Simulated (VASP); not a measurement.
Wanted: the native input for a VASP 6.6.1 run.

| Item | Value |
| --- | --- |
| Task | single point |
| Functional | PBE |
| Potentials or basis | VASP PAW PBE potentials, release 64 (In_d, P) |
| Cutoff | 520 eV |
| k mesh | 11 × 11 × 11 |
| Occupations | fermi-dirac, width 0.03 eV |
| Spin | no spin polarisation |
| Dipole correction | no |
| Further INCAR settings | ALGO = Normal; EDIFF = 1e-07; NBANDS = 16 |

The structure of InP lies in POSCAR:

```
InP
1.0
    0.0000000000      2.8358383488      2.8358383488
    2.8358383488      0.0000000000      2.8358383488
    2.8358383488      2.8358383488      0.0000000000
In P
1 1
Direct
    0.0000000000      0.0000000000      0.0000000000
    0.5000000000      0.5000000000      0.5000000000
```

These files were run (other wordings do the same):

INCAR

```
SYSTEM = InP
  PREC = Accurate
  ENCUT = 520
  EDIFF = 1E-7
  ISMEAR = -1
  SIGMA = 0.03
  LREAL = .FALSE.
  LASPH = .TRUE.
  NELM = 80
  ALGO = Normal
  ISIF = 2
  LWAVE = .FALSE.
  LCHARG = .TRUE.
  GGA = PE
  LELF = .TRUE.
  LVHAR = .TRUE.
  NBANDS = 16
```

KPOINTS

```
regular mesh
0
G
  11 11 11
  0 0 0
```

Potentials or basis: VASP PAW PBE potentials, release 64 (In_d, P).

Launch:

```sh
$ cat potpaw_PBE.64/In_d/POTCAR potpaw_PBE.64/P/POTCAR > POTCAR
$ mpirun -np 1 vasp_std > vasp.out
```

It gave:

```json
{
  "Pressure": "-4.4 GPa",
  "Band gap on the k mesh": "zero (bands 9 and 10 overlap by 2.36 eV)"
}
```

Caveat: the cell stands under tension; spin-orbit coupling is left out, which moves the levels of the heavy elements.

Wall time 39 s on 1 thread of AMD EPYC 7R13, with other jobs on the host, peak memory 0.16 GiB.
